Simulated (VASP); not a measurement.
# HfSiO4 (I4_1/amd) in VASP: further runs, part 3 of 3

VASP 6.6.1.

### Step 6. Single point, r2SCAN (epitaxial xy strain -1.0%)

Contents of POSCAR:

```
HfSiO4
1.0
   -3.2579149212      3.2579149212      3.0053442477
    3.2579149212     -3.2579149212      3.0053442477
    3.2579149212      3.2579149212     -3.0053442477
Hf Si O
2 2 8
Direct
    0.0000000000      0.0000000000      0.0000000000
    0.7500000000      0.2500000000      0.5000000000
    0.2500000000      0.7500000000      0.5000000000
    0.5000000000      0.5000000000      0.0000000000
    0.1351572677      0.3205139666      0.8146433011
    0.0705139666      0.7558706655      0.6853566989
    0.0705139666      0.3851572677      0.3146433011
    0.5058706655      0.3205139666      0.1853566989
    0.6794860334      0.4941293345      0.8146433011
    0.6148427323      0.9294860334      0.6853566989
    0.2441293345      0.9294860334      0.3146433011
    0.6794860334      0.8648427323      0.1853566989
```

Contents of INCAR.step1:

```
ALGO     = Normal         # electronic algorithm
EDIFF    = 1E-4           # SCF threshold, eV
ENCUT    = 520            # plane-wave cutoff, eV
GGA      = PE             # functional
ISMEAR   = 0              # smearing method
LASPH    = T              # aspherical terms in the spheres
LCHARG   = F              # write CHGCAR
LREAL    = F              # projectors in reciprocal space
LWAVE    = T              # write WAVECAR
NBANDS   = 50             # bands
NELM     = 80             # most SCF steps
PREC     = Accurate       # precision mode
SIGMA    = 0.01           # smearing width, eV
```

Contents of INCAR.step2:

```
ALGO     = Normal         # electronic algorithm
EDIFF    = 1E-6           # SCF threshold, eV
ENCUT    = 520            # plane-wave cutoff, eV
ISIF     = 2              # what is computed and relaxed
ISMEAR   = 0              # smearing method
ISTART   = 1            
LASPH    = T              # aspherical terms in the spheres
LCHARG   = T              # write CHGCAR
LELF     = T              # ELF
LMIXTAU  = T            
LREAL    = F              # projectors in reciprocal space
LVHAR    = T            
LWAVE    = F              # write WAVECAR
METAGGA  = R2SCAN         # meta-GGA
NBANDS   = 50             # bands
NELM     = 80             # most SCF steps
PREC     = Accurate       # precision mode
SIGMA    = 0.01           # smearing width, eV
```

Contents of KPOINTS:

```
k-points
0
Gamma
  6 6 6
```

Potentials or basis: VASP PAW PBE potentials, release 64 (Hf_pv, Si, O).

Launch:

```console
cat potpaw_PBE.64/Hf_pv/POTCAR potpaw_PBE.64/Si/POTCAR potpaw_PBE.64/O/POTCAR > POTCAR
cp INCAR.step1 INCAR
mpirun -np 1 vasp_std > vasp.out
cp INCAR.step2 INCAR
mpirun -np 1 vasp_std > vasp.out
```

It took 16 min on 1 thread of Oxide Virtual Turin-like, shared host; peak memory 0.35 GiB.

It converged, with:

- Free energy: -197.6313 eV
- Pressure: 1.1 GPa
- Largest force: 0.223 eV/Å
- Band gap on the k mesh: 6.04 eV, indirect (least direct gap 6.46 eV)

Forces on the atoms (eV/Å):
```
Hf   0.000  0.000  0.000
Hf   0.000  0.000  0.000
Si   0.000  0.000  0.000
Si   0.000  0.000  0.000
O    0.000 -0.162 -0.153
O    0.162  0.000 -0.153
O   -0.162  0.000 -0.153
O    0.000  0.162 -0.153
O   -0.162  0.000  0.153
O    0.000  0.162  0.153
O    0.000 -0.162  0.153
O    0.162  0.000  0.153
```

Stress tensor (GPa, compression positive):
```
 2.34  0.00  0.00
 0.00  2.34  0.00
 0.00  0.00 -1.37
```

Levels at points of the mesh, in eV from the valence-band top:
```csv
k point,band 35,band 36,band 37,band 38,band 39,band 40,band 41,band 42
"(0.00, 0.00, 0.00)",-0.59,-0.55,-0.55,0.00,6.49,6.69,6.85,6.85
"(0.50, 0.00, 0.00)",-0.92,-0.86,-0.32,-0.15,6.34,6.45,7.17,7.35
"(0.50, 0.50, 0.00)",-0.97,-0.97,-0.63,-0.63,6.04,6.04,7.11,7.11
"(0.50, 0.50, 0.50)",-1.19,-1.19,-0.86,-0.86,6.93,6.93,7.38,7.38
```

Caveat: the cell differs from its parent crystal (epitaxial xy strain -1.0%); the PAW data sets were made with another functional, which shifts forces and pressure a little; spin-orbit coupling is left out, which moves the levels of the heavy elements. A k mesh can miss the band edges.

### Step 7. Single point, r2SCAN

This run uses another cell than the first one, of 10.78 Å³/atom, 0.986 times its volume.

Contents of POSCAR:

```
HfSiO4
1.0
   -3.2908231527      3.2908231527      2.9857689456
    3.2908231527     -3.2908231527      2.9857689456
    3.2908231527      3.2908231527     -2.9857689456
Hf Si O
2 2 8
Direct
    0.0000000000      0.0000000000      0.0000000000
    0.7500000000      0.2500000000      0.5000000000
    0.2500000000      0.7500000000      0.5000000000
    0.5000000000      0.5000000000      0.0000000000
    0.1352530325      0.3198800075      0.8153730251
    0.0698800075      0.7545069824      0.6846269749
    0.0698800075      0.3852530325      0.3153730251
    0.5045069824      0.3198800075      0.1846269749
    0.6801199925      0.4954930176      0.8153730251
    0.6147469675      0.9301199925      0.6846269749
    0.2454930176      0.9301199925      0.3153730251
    0.6801199925      0.8647469675      0.1846269749
```

Contents of INCAR.step1:

```
PREC = Accurate
ENCUT = 520
ISMEAR = 0
SIGMA = 0.01
LREAL = F
LASPH = T
NELM = 100
NBANDS = 50
GGA = PE
ALGO = Normal
EDIFF = 1E-4
LWAVE = T
LCHARG = F
```

Contents of INCAR.step2:

```
PREC = Accurate
ENCUT = 520
EDIFF = 1E-6
ISMEAR = 0
SIGMA = 0.01
LREAL = F
LASPH = T
NELM = 100
ALGO = Normal
ISIF = 2
LWAVE = F
LCHARG = F
METAGGA = R2SCAN
LMIXTAU = T
NBANDS = 50
ISTART = 1
```

Contents of KPOINTS:

```
regular mesh
0
Gamma
  6 6 6
```

Launch:

```console
cat potpaw_PBE.64/Hf_pv/POTCAR potpaw_PBE.64/Si/POTCAR potpaw_PBE.64/O/POTCAR > POTCAR
cp INCAR.step1 INCAR
mpirun -np 1 vasp_std > vasp.out
cp INCAR.step2 INCAR
mpirun -np 1 vasp_std > vasp.out
```

It took 12 min on 1 thread of Oxide Virtual Turin-like, shared host; peak memory 0.35 GiB.

It converged, with:

```yaml
Free_energy: -197.6423 eV
Pressure: -1.8 GPa
Largest_force: 0.217 eV/Å
Band_gap_on_the_k_mesh: 5.96 eV, indirect (least direct gap 6.31 eV)
```

Forces in eV/Å, atoms in the order of the input:
```
Hf   0.000  0.000  0.000
Hf   0.000  0.000  0.000
Si   0.000  0.000  0.000
Si   0.000  0.000  0.000
O    0.000 -0.153 -0.154
O    0.153  0.000 -0.154
O   -0.153  0.000 -0.154
O    0.000  0.153 -0.154
O   -0.153  0.000  0.154
O    0.000  0.153  0.154
O    0.000 -0.153  0.154
O    0.153  0.000  0.154
```

Stress tensor (GPa, compression positive):
```
-1.99  0.00  0.00
 0.00 -1.99  0.00
 0.00  0.00 -1.35
```

Levels at points of the mesh, in eV from the valence-band top:
```csv
k point,band 34,band 35,band 36,band 37,band 38,band 39,band 40,band 41,band 42,band 43
"(0.00, 0.00, 0.00)",-0.70,-0.60,-0.60,-0.58,0.00,6.31,6.59,6.77,6.77,6.95
"(0.50, 0.00, 0.00)",-1.17,-0.95,-0.85,-0.27,-0.20,6.21,6.36,7.12,7.27,7.41
"(0.50, 0.50, 0.00)",-1.01,-0.94,-0.94,-0.62,-0.62,5.97,5.97,7.08,7.08,7.09
"(0.50, 0.50, 0.50)",-1.38,-1.13,-1.13,-0.91,-0.91,6.78,6.78,7.21,7.21,7.28
```

Caveat: the PAW data sets were made with another functional, which shifts forces and pressure a little; spin-orbit coupling is left out, which moves the levels of the heavy elements. r2SCAN opens gaps a little over a GGA but as a rule still falls short of measured ones.

### Step 8. Summary

| cell | gap on the mesh (eV) | pressure (GPa) | largest force (eV/Å) |
| --- | --- | --- | --- |
| a = 5.559 Å, angles 106.6, 106.6, 115.5°, 12 atoms | 5.87 | -4.4 | 0.21 |
| a = 5.590 Å, angles 106.2, 106.2, 116.3°, 12 atoms | 5.78 | -6.7 | 0.20 |
| a = 5.622 Å, angles 105.8, 105.8, 117.0°, 12 atoms | 5.67 | -8.6 | 0.19 |
| a = 5.474 Å, angles 107.8, 107.8, 112.9°, 12 atoms | 6.11 | 4.2 | 0.23 |
| a = 5.501 Å, angles 107.4, 107.4, 113.8°, 12 atoms | 6.04 | 1.1 | 0.22 |
| a = 5.529 Å, angles 107.0, 107.0, 114.6°, 12 atoms | 5.96 | -1.8 | 0.22 |

Alike in all rows: task single point; level r2SCAN; potentials or basis VASP PAW PBE potentials, release 64 (Hf_pv, Si, O); no spin polarisation; k mesh 6 × 6 × 6; cutoff (eV) 520; smearing gaussian 0.01 eV.

Caveats: the PAW data sets were made with another functional, which shifts forces and pressure a little; spin-orbit coupling is left out, which moves the levels of the heavy elements.

Absolute energies hang on the potentials; compare differences alone.
